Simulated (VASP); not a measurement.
Input of a VASP 6.6.1 run:

The input INCAR:

```
SYSTEM = AlFe
PREC = Accurate
ENCUT = 520
EDIFF = 1E-7
ISMEAR = 0
SIGMA = 0.1
LREAL = .FALSE.
LASPH = .TRUE.
NELM = 150
ALGO = Fast
ISIF = 2
LWAVE = .FALSE.
LCHARG = .FALSE.
ISPIN = 2
MAGMOM = 0 0.75
LORBIT = 11
LMAXMIX = 4
GGA = PS
NBANDS = 16
```

File KPOINTS:

```
regular mesh
0
G
  14 14 14
  0 0 0
```

File POSCAR:

```
AlFe
1.0
    2.8731778644      0.0000000000      0.0000000000
    0.0000000000      2.8731778644      0.0000000000
    0.0000000000      0.0000000000      2.8731778644
Al Fe
1 1
Direct
    0.0000000000      0.0000000000      0.0000000000
    0.5000000000      0.5000000000      0.5000000000
```

Potentials or basis: VASP PAW PBE potentials, release 64 (Al, Fe).

Run with:

```sh
$ cat potpaw_PBE.64/Al/POTCAR potpaw_PBE.64/Fe/POTCAR > POTCAR
$ mpirun -np 1 vasp_std > vasp.out
```

**Question.** Predict the pressure.

**Answer.** -5.1 GPa.

**Question.** Estimate the net moment.

**Answer.** 0.67 μB per cell.

**Question.** What does it give for the site moments?

**Answer.** Al -0.02; Fe +0.71 μB.

Caveat: the PAW data sets were made with another functional, which shifts forces and pressure a little.
